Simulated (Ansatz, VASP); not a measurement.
Two plane-wave programs on LiH

File POSCAR:

```
LiH
1.0
   -0.0572032536      2.0879187563      2.0879187563
    2.0879187563     -0.0572032536      2.0879187563
    2.0879187563      2.0879187563     -0.0572032536
Li H
1 1
Direct
   -0.0025337371     -0.0025337371     -0.0025337371
    0.2525337371      0.2525337371      0.2525337371
```

The input INCAR.step1:

```
SYSTEM = LiH
PREC = Accurate
ENCUT = 520
EDIFF = 1E-5
ISMEAR = 0
SIGMA = 0.01
LREAL = .False.
LASPH = .True.
NELM = 80
ALGO = Normal
ISIF = 2
LWAVE = .True.
GGA = PE
NBANDS = 9
```

The input INCAR.step2:

```
SYSTEM = LiH
PREC = Accurate
ENCUT = 520
EDIFF = 1E-6
ISMEAR = 0
SIGMA = 0.01
LREAL = .False.
LASPH = .True.
NELM = 80
ALGO = Normal
ISIF = 2
LWAVE = .False.
LCHARG = .True.
GGA = PE
LHFCALC = .True.
HFSCREEN = 0.2079
PRECFOCK = Normal
LELF = .True.
LVHAR = .True.
ISTART = 1
NBANDS = 9
```

KPOINTS

```
Automatic mesh
0
Gamma
  8 8 8
  0 0 0
```

Input for Ansatz:

```yaml
crystal:
  lattice:
    - [-0.0572032536, 2.0879187563, 2.0879187563]
    - [2.0879187563, -0.0572032536, 2.0879187563]
    - [2.0879187563, 2.0879187563, -0.0572032536]
  atoms:
    - { symbol: Li, position: [-0.0025337371, -0.0025337371, -0.0025337371] }
    - { symbol: H, position: [0.2525337371, 0.2525337371, 0.2525337371] }
kpoints:
  mp_grid: { grid: [8, 8, 8] }
  band_path:
    path:
      - [0.0, 0.0, 0.0]
      - [-0.5, -0.5, 0.0]
      - [-0.375, -0.375, 0.25]
      - [-0.375, 0.0, 0.375]
      - [0.0, 0.0, 0.5]
      - [-0.5, -0.25, 0.25]
      - [-0.15, -0.075, 0.425]
      - [0.265625, -0.5, -0.265625]
    npoints: 1
hamiltonian:
  xc: hse06
scf:
  occupations: { method: fixed }
  n_extra_bands: 4
output:
  forces: true
  stress: true
  eigenvalues: true
  write_density: true
  write_potential: true
  elf: true
  volumetric_format: npy
```

Change from the starting cell: shear_111 strain -4.0%.

Alike in both runs: task single point; functional HSE06; k mesh 8 × 8 × 8; no spin polarisation.

```csv
,VASP,Ansatz
version,VASP 6.6.1,Ansatz 0.2.0
potentials or method,"VASP PAW PBE potentials, release 64 (Li_sv, H)","plane waves, PAW"
plane-wave cutoff (eV),520,420
occupations,"gaussian, width 0.01 eV",fixed
valence electrons in the cell,4,4
```

|  | VASP | Ansatz | Ansatz less VASP |
| --- | --- | --- | --- |
| gap on the k mesh at the Fermi level (eV) | 5.27 | 5.27 | 0.000 |

Ansatz's warnings: stress exchange threshold loose, stress scf threshold loose.

Noted on VASP's run: the cutoff is under 1.25 times that of the potentials, so the pressure is a little rough.
